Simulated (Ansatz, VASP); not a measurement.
## Two plane-wave programs on Ni

The input INCAR:

```
SYSTEM = Ni
  ALGO = Normal
  EDIFF = 1E-6
  ENCUT = 520
  GGA = PE
  ISIF = 2
  ISMEAR = 0
  ISPIN = 2
  LASPH = .TRUE.
  LCHARG = .TRUE.
  LDAU = .TRUE.
  LDAUJ = 0
  LDAUL = 2
  LDAUPRINT = 1
  LDAUTYPE = 2
  LDAUU = 6.2
  LELF = .TRUE.
  LMAXMIX = 4
  LORBIT = 11
  LREAL = .FALSE.
  LVHAR = .TRUE.
  LWAVE = .FALSE.
  MAGMOM = 2 2
  NBANDS = 21
  NELM = 150
  PREC = Accurate
  SIGMA = 0.1
```

KPOINTS

```
k-points
0
G
  13 13 13
  0 0 0
```

The input POSCAR:

```
Ni
1.0
    3.5422000000      1.7711000000      1.7711000000
    1.7711000000      3.5422000000      1.7711000000
    1.7711000000      1.7711000000      3.5422000000
Ni
2
Direct
    0.0000000000      0.0000000000      0.0000000000
    0.5000000000      0.5000000000      0.5000000000
```

Input for Ansatz:

```yaml
crystal:
  lattice:
    - [3.5422, 1.7711, 1.7711]
    - [1.7711, 3.5422, 1.7711]
    - [1.7711, 1.7711, 3.5422]
  atoms:
    - { symbol: Ni, position: [0.0, 0.0, 0.0], spin: 2.0 }
    - { symbol: Ni, position: [0.5, 0.5, 0.5], spin: 2.0 }
magnetization:
  spin_polarized: true
hamiltonian:
  xc: pbe
  pseudopotentials: { kind: paw }
  hubbard: { sites: [{ species: Ni, l: d, u_eff: 6.2 }] }
basis:
  ecutwfc: 420
kpoints:
  mp_grid: { grid: [13, 13, 13] }
scf:
  occupations: { method: gaussian, width: 0.1 }
  lower_state_search: "off"
output:
  forces: true
  stress: true
  write_density: true
  write_potential: true
  elf: true
  volumetric_format: npy
```

Alike in both runs: task single point; functional PBE; k mesh 13 × 13 × 13; occupations gaussian, width 0.1 eV; collinear spin; Hubbard terms Ni d U = 6.2 eV.

|  | VASP | Ansatz |
| --- | --- | --- |
| version | VASP 6.6.1 | Ansatz 0.2.0 |
| potentials or method | VASP PAW PBE potentials, release 64 (Ni), cutoff 520 eV | PAW, plane waves, scalar-relativistic |
| valence electrons in the cell | 20 | 36 |

|  | VASP | Ansatz | Ansatz less VASP |
| --- | --- | --- | --- |
| pressure (GPa) | -11.0 | -0.4 | +10.62 |
| traceless stress, the component that is largest in VASP (GPa) | -0.11 | 0.14 | +0.253 |
| net moment per atom (μB) | 0.81 | 0.72 | -0.094 |
| size of the moment on the site where the two differ most (μB) | 0.86 | 0.78 | -0.078 |

Site moments also hang on the region over which each program counts them. The programs project onto different local orbitals, so the same U acts differently, and such runs can settle in different states. VASP's potentials hold 20 valence electrons a cell and Ansatz's 36, so a difference there can come from the potentials and not from the codes. Ansatz's warnings: filled band counts differ across k points, negative dielectric reading.
